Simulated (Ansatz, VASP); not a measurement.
**Be2ZnSe3: VASP beside Ansatz**

```
Be Zn Se
1.0
     3.09103   -5.59894    0.00000
     3.09103    5.59894    0.00000
     0.00000    0.00000    3.35843
Be Zn Se
2 1 3
Direct
  0.50000 0.00000 0.50000
  0.00000 0.50000 0.50000
  0.00000 0.00000 0.00000
  0.79393 0.20607 0.00000
  0.20607 0.79393 0.00000
  0.50000 0.50000 0.50000
```

Change from the starting cell: species swapped into the LaAl2Cu3 type (Cmmm, No. 65).

Alike in both runs: functional PBE; k mesh 8 × 8 × 12; occupations gaussian, width 0.1 eV; no spin polarisation.

Ansatz relaxed the structure, and its values are those at the end. VASP's run is a single point on that final structure, the one shown.

```csv
,VASP,Ansatz
version,VASP 6.6.1,Ansatz 0.2.0
potentials or method,"VASP PAW PBE potentials, release 64 (Be, Zn, Se), cutoff 520 eV","scalar-relativistic, plane waves, PAW"
valence electrons in the cell,34,64
```

Ansatz gave:

```
gap on the k mesh at the Fermi level (eV) : none
pressure (GPa)                            : 0.0
rms of the force components (eV/Å)        : 0.000
```

**Question.** What did VASP give for the same quantities?

**Answer.** gap on the k mesh at the Fermi level (eV): none; pressure (GPa): 0.1; rms of the force components (eV/Å): 0.012.

A gap of «none» marks a metal or a gap that the smearing closes. VASP's potentials hold 34 valence electrons a cell and Ansatz's 64, so a difference there can come from the potentials and not from the codes.
